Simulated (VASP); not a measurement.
Write the native input for VASP 6.6.1 that does the following.

```yaml
Task: electric field gradients
Functional: LDA
Potentials_or_basis: VASP PAW LDA potentials, release 64 (Hf_pv, C)
Cutoff: 520 eV
k_mesh: 12 × 12 × 12
Occupations: fermi-dirac, width 0.05 eV
Spin: no spin polarisation
Dipole_correction: no
Further_INCAR_settings: ALGO = Normal; EDIFF = 1e-08; NBANDS = 14
```

The structure of HfC lies in POSCAR:

```
HfC
1.0
    0.0000000000      2.2775377028      2.2775377028
    2.2775377028      0.0000000000      2.2775377028
    2.2775377028      2.2775377028      0.0000000000
Hf C
1 1
Direct
    0.5000000000      0.5000000000      0.5000000000
    0.0000000000      0.0000000000      0.0000000000
```

This cell differs from its parent crystal: volume scaled by 0.94.

One way to write it, as run:

INCAR

```
SYSTEM = HfC
PREC = Accurate ; ENCUT = 520
EDIFF = 1E-8 ; ISMEAR = -1
SIGMA = 0.05 ; LREAL = .FALSE.
LASPH = .TRUE. ; NELM = 100
ALGO = Normal ; ISIF = 2
LWAVE = .FALSE. ; LCHARG = .FALSE.
GGA = CA ; LEFG = .TRUE.
NBANDS = 14
```

KPOINTS

```
Automatic mesh
0
G
  12 12 12
  0 0 0
```

Potentials or basis: VASP PAW LDA potentials, release 64 (Hf_pv, C).

The run is started by

```console
$ cat potpaw_LDA.64/Hf_pv/POTCAR potpaw_LDA.64/C/POTCAR > POTCAR
$ mpirun -np 1 vasp_std > vasp.out
```

Results of the run:

| Quantity | Value |
| --- | --- |
| Pressure | 3.9 GPa |
| Band gap on the k mesh | zero (band 7 reaches 7.41 eV, above the bottom of band 8 at 5.93 eV) |

Caveat: without QUAD_EFG the Cq values of the log hold for a quadrupole moment of 1 mb, not for the nuclei; spin-orbit coupling is left out, which moves the levels of the heavy elements.

Run time: 46 s on 1 thread of AMD EPYC 7R13 (shared host), peak memory 0.12 GiB.
